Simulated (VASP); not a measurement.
# MgS (Fm-3m) in VASP: single point with LDA

Aim: the single point of MgS with LDA.

All numbers are computed with VASP 6.6.1; they aren't measurements. Logs are shortened: lines on timing, memory, paths and dates and some standing lists are left out, and cuts for length are marked.

### 1 The cell of the first run

It takes space group Fm-3m (No. 225, cubic). Conventional cell: a = 5.203 Å, b = 5.203 Å, c = 5.203 Å, α = 90.00°, β = 90.00°, γ = 90.00°. Mg (site symmetry m-3m) has 6 S at 2.60 Å within 3.4 Å. S (site symmetry m-3m) has 6 Mg at 2.60 Å within 3.4 Å.

### 2 Single point, LDA

Contents of INCAR:

```
PREC = Accurate
ENCUT = 520
EDIFF = 1E-7
ISMEAR = 0
SIGMA = 0.05
LREAL = F
LASPH = T
NELM = 60
ALGO = Normal
ISIF = 2
LWAVE = F
LCHARG = T
GGA = CA
LELF = T
LVHAR = T
NBANDS = 11
```

Contents of KPOINTS:

```
Automatic mesh
0
Gamma
  8 8 8
```

Contents of POSCAR:

```
MgS
1.0
    0.0000000000      2.6016500000      2.6016500000
    2.6016500000      0.0000000000      2.6016500000
    2.6016500000      2.6016500000      0.0000000000
Mg S
1 1
Direct
    0.0000000000      0.0000000000      0.0000000000
    0.5000000000      0.5000000000      0.5000000000
```

Potentials or basis: VASP PAW LDA potentials, release 64 (Mg, S).

Started as:

```sh
> cat potpaw_LDA.64/Mg/POTCAR potpaw_LDA.64/S/POTCAR > POTCAR
> mpirun -np 1 vasp_std > vasp.out
```

OUTCAR:

```text
PREC = Accurate
   ENCUT = 520
   EDIFF = 1E-7
   ISMEAR = 0
   LREAL = F
   LASPH = T
   NELM = 60
   ISIF = 2
   GGA = CA

 ion  position               nearest neighbor table
   1  0.000  0.000  0.000-   2 2.60   2 2.60   2 2.60   2 2.60   2 2.60   2 2.60
   2  0.500  0.500  0.500-   1 2.60   1 2.60   1 2.60   1 2.60   1 2.60   1 2.60

  LATTYP: Found a face centered cubic cell.
 ALAT       =     5.2033000000

  Lattice vectors:

 A1 = (   0.0000000000,   2.6016500000,   2.6016500000)
 A2 = (   2.6016500000,   0.0000000000,   2.6016500000)
 A3 = (   2.6016500000,   2.6016500000,   0.0000000000)

Analysis of symmetry for initial positions (statically):
=====================================================================
 Subroutine PRICEL returns:
 Original cell was already a primitive cell.

 Routine SETGRP: Setting up the symmetry group for a
 face centered cubic supercell.

 Subroutine GETGRP returns: Found 48 space group operations
[... 9 lines left out ...]

 Routine SETGRP: Setting up the symmetry group for a
 face centered cubic supercell.

 Subroutine GETGRP returns: Found 48 space group operations
[... 11 lines left out ...]
                                     Primitive cell

  volume of cell :      35.2190

  direct lattice vectors                    reciprocal lattice vectors
     0.000000000  2.601650000  2.601650000    -0.192185728  0.192185728  0.192185728
     2.601650000  0.000000000  2.601650000     0.192185728 -0.192185728  0.192185728
     2.601650000  2.601650000  0.000000000     0.192185728  0.192185728 -0.192185728

  length of vectors
     3.679288715  3.679288715  3.679288715     0.332875446  0.332875446  0.332875446

  position of ions in fractional coordinates (direct lattice)
     0.000000000  0.000000000  0.000000000
     0.500000000  0.500000000  0.500000000

  ion indices of the primitive-cell ions
   primitive index   ion index
                 1           1
                 2           2

----------------------------------------------------------------------------------------

 KPOINTS: Automatic mesh

Automatic generation of k-mesh.
 Grid dimensions read from file:
 generate k-points for:    8    8    8

 Generating k-lattice:

  Cartesian coordinates                     Fractional coordinates (reciprocal lattice)
    -0.024023216  0.024023216  0.024023216     0.125000000  0.000000000  0.000000000
     0.024023216 -0.024023216  0.024023216     0.000000000  0.125000000  0.000000000
     0.024023216  0.024023216 -0.024023216     0.000000000  0.000000000  0.125000000

  Length of vectors
     0.041609431  0.041609431  0.041609431

  Shift w.r.t. Gamma in fractional coordinates (k-lattice)
     0.000000000  0.000000000  0.000000000

 Subroutine IBZKPT returns following result:
 ===========================================

 Found     29 irreducible k-points:

 Following reciprocal coordinates:
            Coordinates               Weight
  0.000000  0.000000  0.000000      1.000000
  0.125000  0.000000  0.000000      8.000000
  0.250000  0.000000  0.000000      8.000000
  0.375000  0.000000  0.000000      8.000000
  0.500000  0.000000  0.000000      4.000000
  0.125000  0.125000  0.000000      6.000000
[... 16 lines left out ...]
  0.500000  0.250000  0.125000     48.000000
 -0.375000  0.250000  0.125000     24.000000
 [... further k-points ...]
   k-points           NKPTS =     29   k-points in BZ     NKDIM =     29   number of bands    NBANDS=     11
   number of dos      NEDOS =    301   number of ions     NIONS =      2
   total plane-waves  NPLWV =  21952
   dimension x,y,z NGX =    28 NGY =   28 NGZ =   28
   dimension x,y,z NGXF=    56 NGYF=   56 NGZF=   56
   ions per type =               1   1
   NGX,Y,Z   is equivalent  to a cutoff of  12.65, 12.65, 12.65 a.u.
   NGXF,Y,Z  is equivalent  to a cutoff of  25.30, 25.30, 25.30 a.u.
 SYSTEM =  unknown system
   PREC   = accura    normal or accurate (medium, high low for compatibility)
   ISTART =      0    job   : 0-new  1-cont  2-samecut
   ICHARG =      2    charge: 1-file 2-atom 10-const
   ISPIN  =      1    spin polarized calculation?
   LNONCOLLINEAR =      F non collinear calculations
   LSORBIT =      F    spin-orbit coupling
   LASPH  =      T    aspherical Exc in radial PAW
   ENCUT  =  520.0 eV  38.22 Ry    6.18 a.u.   6.84  6.84  6.84*2*pi/ulx,y,z
   NELM   =     60;   NELMIN=  2; NELMDL= -5     # of ELM steps
   EDIFF  = 0.1E-06   stopping-criterion for ELM
   LREAL  =      F    real-space projection
   EDIFFG = 0.1E-05   stopping-criterion for IOM
   NSW    =      0    number of steps for IOM
   IBRION =     -1    ionic relax: 0-MD 1-quasi-New 2-CG
   NFREE  =      0    steps in history (QN), initial steepest desc. (CG)
   ISIF   =      2    stress and relaxation
   ISYM   =      2    0-nonsym 1-usesym 2-fastsym
   POTIM  = 0.5000    time-step for ionic-motion
   TEBEG  =    0.0;   TEEND  =   0.0 temperature during run
   PSTRESS=    0.0 pullay stress
   NELECT =       8.0000    total number of electrons
   NUPDOWN=      -1.0000    fix difference up-down
   EMIN   =  10.00;   EMAX   =-10.00  energy-range for DOS
   EFERMI =   0.00;   METHOD = LEGACY
   ISMEAR =     0;   SIGMA  =   0.05  broadening in eV -4-tet -1-fermi 0-gaus
   EFERMI_NEDOS =   21; number of points for ismear=-14 and -15
   IALGO  =     38    algorithm
   IMIX   =      4    mixing-type and parameters
     AMIX     =   0.40;   BMIX     =  1.00
     AMIX_MAG =   1.60;   BMIX_MAG =  1.00
  volume/ion in A,a.u.               =      17.61       118.83
  Fermi-wavevector in a.u.,A,eV,Ry     =   0.998878  1.887606 13.575323  0.997758
  Thomas-Fermi vector in A             =   2.131131
   LORBIT       =      0    0 simple, 1 ext, 2 COOP (PROOUT), +10 PAW based schemes
   GGA     = CA    functional components
   LHFCALC =     F    Hartree Fock is set to
   AEXX    =    0.0000 exact exchange contribution
   IVDW    =     0    specifies the selected vdW correction
   LEPSILON=     F    determine dielectric tensor
   LRPA    =     F    only Hartree local field effects (RPA)
 non-spin polarized calculation
 Gauss-broadening in eV      SIGMA  =   0.05
  energy-cutoff  :      520.00
  volume of cell :       35.22
 maximum number of plane-waves:       960
   NGX = 13   NGY = 13   NGZ = 13

 number of electron       8.0000000 magnetization

 Free energy of the ion-electron system (eV)
  ---------------------------------------------------
  ext. energy  EPLUGINS =         0.00000000
  ---------------------------------------------------
  free energy    TOTEN  =        -9.57132809 eV

  energy without entropy =       -9.57132809  energy(sigma->0) =       -9.57132809

 E-fermi :   3.8301     XC(G=0):  -9.9880

 val. band max:        3.5806538619   @ k =   0.0000   0.0000   0.0000
 cond. band min:       6.1388032899   @ k =   0.5000   0.5000   0.0000
 fundamental gap:      2.5581494280
 Fermi energy:         3.8301126677

 k-point     1 :       0.0000    0.0000    0.0000
  band No.  band energies     occupation
      1      -9.0597      2.00000
      2       3.5807      2.00000
      3       3.5807      2.00000
      4       3.5807      2.00000
      5       7.0726      0.00000
      6      11.4182      0.00000
      7      11.4182      0.00000
      8      11.4182      0.00000
      9      13.8463      0.00000
     10      13.8463      0.00000
     11      15.9344      0.00000

 k-point     2 :       0.1250    0.0000    0.0000
  band No.  band energies     occupation
      1      -8.9064      2.00000
      2       2.5029      2.00000
      3       3.4786      2.00000
      4       3.4786      2.00000
      5       7.8930      0.00000
      6      11.0910      0.00000
      7      11.6638      0.00000
      8      11.6638      0.00000
      9      13.1643      0.00000
     10      13.1643      0.00000
     11      15.9851      0.00000

 k-point     3 :       0.2500    0.0000    0.0000
  band No.  band energies     occupation
      1      -8.4906      2.00000
      2       0.7210      2.00000
      3       3.2565      2.00000
      4       3.2565      2.00000
      5       8.3560      0.00000
      6      11.2516      0.00000
      7      11.2516      0.00000
      8      11.7266      0.00000
      9      13.7498      0.00000
     10      13.7498      0.00000
     11      15.1896      0.00000

 k-point     4 :       0.3750    0.0000    0.0000
  band No.  band energies     occupation
      1      -7.9805      2.00000
      2      -0.7396      2.00000
      3       3.0615      2.00000
      4       3.0615      2.00000
      5       8.0937      0.00000
      6      10.5722      0.00000
      7      10.5722      0.00000
      8      13.1197      0.00000
      9      14.9330      0.00000
     10      15.7231      0.00000
     11      15.7231      0.00000

 k-point     5 :       0.5000    0.0000    0.0000
  band No.  band energies     occupation
      1      -7.7256      2.00000
      2      -1.3271      2.00000
      3       2.9871      2.00000
      4       2.9871      2.00000
      5       7.9572      0.00000
      6      10.3224      0.00000
      7      10.3224      0.00000
      8      13.4244      0.00000
      9      15.5232      0.00000
     10      17.9558      0.00000
     11      17.9558      0.00000
[... 211 lines left out ...]
 k-point    21 :       0.5000    0.5000    0.0000
  band No.  band energies     occupation
      1      -7.3473      2.00000
      2      -0.6723      2.00000
      3       1.8725      2.00000
      4       1.8725      2.00000
      5       6.1388      0.00000
      6       7.8323      0.00000
      7      15.3725      0.00000
      8      16.3371      0.00000
      9      16.6704      0.00000
     10      16.6704      0.00000
     11      19.4302      0.00000

 k-point    22 :       0.3750    0.2500    0.1250
  band No.  band energies     occupation
      1      -8.1647      2.00000
      2       0.4572      2.00000
      3       2.0983      2.00000
      4       2.8957      2.00000
      5       9.1813      0.00000
      6       9.9484      0.00000
      7      10.4997      0.00000
      8      12.6095      0.00000
      9      13.5903      0.00000
     10      16.4460      0.00000
     11      18.1701      0.00000

 k-point    23 :       0.5000    0.2500    0.1250
  band No.  band energies     occupation
      1      -7.7331      2.00000
      2      -0.3955      2.00000
      3       1.5528      2.00000
      4       2.5757      2.00000
      5       9.0162      0.00000
      6       9.8161      0.00000
      7      11.2491      0.00000
      8      12.4135      0.00000
      9      15.0905      0.00000
     10      17.6367      0.00000
     11      18.2590      0.00000

 k-point    24 :      -0.3750    0.2500    0.1250
  band No.  band energies     occupation
      1      -7.5258      2.00000
      2      -0.7953      2.00000
      3       1.4082      2.00000
      4       2.4109      2.00000
      5       8.9700      0.00000
      6       9.5323      0.00000
      7      11.8411      0.00000
      8      12.8637      0.00000
      9      15.6827      0.00000
     10      16.6206      0.00000
     11      18.9381      0.00000

 [... further k-points ...]
[... 5 lines left out ...]
  --------------------------------------------------------------------------------------
  -------------------------------------------------------------------------------------
  Total       -0.8464154     -0.8464154     -0.8464154     -0.0000000      0.0000000     -0.0000000
  in kB      -38.5050346    -38.5050346    -38.5050346     -0.0000000      0.0000000     -0.0000000
  external PRESSURE =     -38.5050346 kB  Pullay stress =       0.0000000 kB

 VOLUME and BASIS-vectors are now :
 -----------------------------------------------------------------------------
  energy-cutoff  :      520.00
  volume of cell :       35.22
      direct lattice vectors                 reciprocal lattice vectors
     0.000000000  2.601650000  2.601650000    -0.192185728  0.192185728  0.192185728
     2.601650000  0.000000000  2.601650000     0.192185728 -0.192185728  0.192185728
     2.601650000  2.601650000  0.000000000     0.192185728  0.192185728 -0.192185728

 POSITION                                       TOTAL-FORCE (eV/Angst)
 -----------------------------------------------------------------------------------
      0.00000      0.00000      0.00000         0.000000     -0.000000     -0.000000
      2.60165      2.60165      2.60165        -0.000000      0.000000      0.000000
 -----------------------------------------------------------------------------------
    total drift:                                0.000000      0.000000      0.000000

  FREE ENERGIE OF THE ION-ELECTRON SYSTEM (eV)
  ---------------------------------------------------
  free  energy   TOTEN  =        -9.5713280883 eV

  energy  without entropy=       -9.5713280883  energy(sigma->0) =       -9.57132809
```

Wall time 19 s (1 thread of Intel Xeon 8259CL, shared host); peak memory 0.14 GiB.

What came out:

```yaml
Free_energy: -9.5713 eV
Pressure: -3.9 GPa
Band_gap_on_the_k_mesh: 2.56 eV, indirect (least direct gap 3.49 eV)
```
